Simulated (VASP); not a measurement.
## Rb: single point with PBE

The system is Rb.

```
Rb
1.0
    -2.79872    2.79872    2.79872
     2.79872   -2.79872    2.79872
     2.79872    2.79872   -2.79872
Rb
1
Direct
  0.00000 0.00000 0.00000
```

| Property | Result |
| --- | --- |
| Program | VASP 6.6.1 |
| Task | single point |
| Functional | PBE |
| Potentials or basis | VASP PAW PBE potentials, release 64 (Rb_sv) |
| Cutoff | 520 eV |
| k mesh | 10 × 10 × 10 |
| Occupations | gaussian, width 0.05 eV |
| Spin | no spin polarisation |

- Pressure: 0.1 GPa

Levels at points of the mesh, in eV from the Fermi level:
| k point | band 1 | band 2 | band 3 | band 4 | band 5 | band 6 | band 7 | band 8 | band 9 | band 10 |
| --- | --- | --- | --- | --- | --- | --- | --- | --- | --- | --- |
| (0.00, 0.00, 0.00) | -28.89 | -12.93 | -12.93 | -12.93 | -2.03 | 3.71 | 3.71 | 3.71 | 4.67 | 4.67 |
| (0.50, 0.00, 0.00) | -28.88 | -13.04 | -12.96 | -12.93 | 0.23 | 0.80 | 2.59 | 4.33 | 5.26 | 5.30 |
| (0.50, 0.50, 0.50) | -28.88 | -13.01 | -13.01 | -13.01 | 1.23 | 1.23 | 3.34 | 3.34 | 3.34 | 5.00 |

Wall time 22 s on 1 thread of Intel(R) Xeon(R) Platinum 8488C (Sapphire Rapids) (shared host), peak memory 0.21 GiB.
